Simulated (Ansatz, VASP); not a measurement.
**Two plane-wave programs on CdTe**

File INCAR:

```
SYSTEM = CdTe
  ALGO = Normal
  EDIFF = 1E-6
  ENCUT = 500
  GGA = PS
  GGA_COMPAT = .FALSE.
  ISIF = 2
  ISMEAR = 0
  LASPH = .TRUE.
  LCHARG = .FALSE.
  LREAL = .FALSE.
  LWAVE = .FALSE.
  NBANDS = 26
  NELM = 120
  PREC = Accurate
  SIGMA = 0.1
```

File KPOINTS:

```
k-points
0
G
  10 10 8
  0 0 0
```

File POSCAR:

```
CdTe
1.0
    3.0838053576     -3.0436407898      0.0000000000
    3.0838053576      3.0436407898      0.0000000000
    0.0000000000      0.0000000000      6.2187384116
Cd Te
2 2
Direct
    0.2550158919      0.7449841081      0.7500000000
    0.7449841081      0.2550158919      0.2500000000
    0.7722594786      0.2277405214      0.7500000000
    0.2277405214      0.7722594786      0.2500000000
```

Input for Ansatz:

```yaml
crystal:
  lattice:
    - [3.0838053576, -3.0436407898, 0.0]
    - [3.0838053576, 3.0436407898, 0.0]
    - [0.0, 0.0, 6.2187384116]
  atoms:
    - { symbol: Cd, position: [0.2550158919, 0.7449841081, 0.75] }
    - { symbol: Cd, position: [0.7449841081, 0.2550158919, 0.25] }
    - { symbol: Te, position: [0.7722594786, 0.2277405214, 0.75] }
    - { symbol: Te, position: [0.2277405214, 0.7722594786, 0.25] }
basis:
  ecutwfc: 420
kpoints:
  mp_grid: { grid: [10, 10, 8] }
hamiltonian:
  xc: pbesol
scf:
  occupations: { method: gaussian, width: 0.1 }
output:
  forces: true
  stress: true
  eigenvalues: true
```

Alike in both runs: task single point; functional PBEsol; k mesh 10 × 10 × 8; occupations gaussian, width 0.1 eV; no spin polarisation.

|  | VASP | Ansatz |
| --- | --- | --- |
| version | VASP 6.6.1 | Ansatz 0.2.0 |
| potentials or method | VASP PAW PBE potentials, release 64 (Cd, Te), cutoff 500 eV | scalar-relativistic, plane waves, PAW |
| valence electrons in the cell | 36 | 72 |

|  | VASP | Ansatz | Ansatz less VASP |
| --- | --- | --- | --- |
| gap on the k mesh at the Fermi level (eV) | none | none | - |
| pressure (GPa) | -3.2 | -3.4 | -0.16 |
| traceless stress, the component that is largest in VASP (GPa) | 0.95 | 0.92 | -0.026 |
| rms of the force components (eV/Å) | 0.156 | 0.153 | -0.0034 |

VASP's potentials were made for PBE, not for PBEsol. Atom by atom the forces differ by 0.004 eV/Å (rms over components). A gap of «none» marks a metal or a gap that the smearing closes. VASP's potentials hold 36 valence electrons a cell and Ansatz's 72, so a difference there can come from the potentials and not from the codes.

Spin-orbit coupling is off throughout.
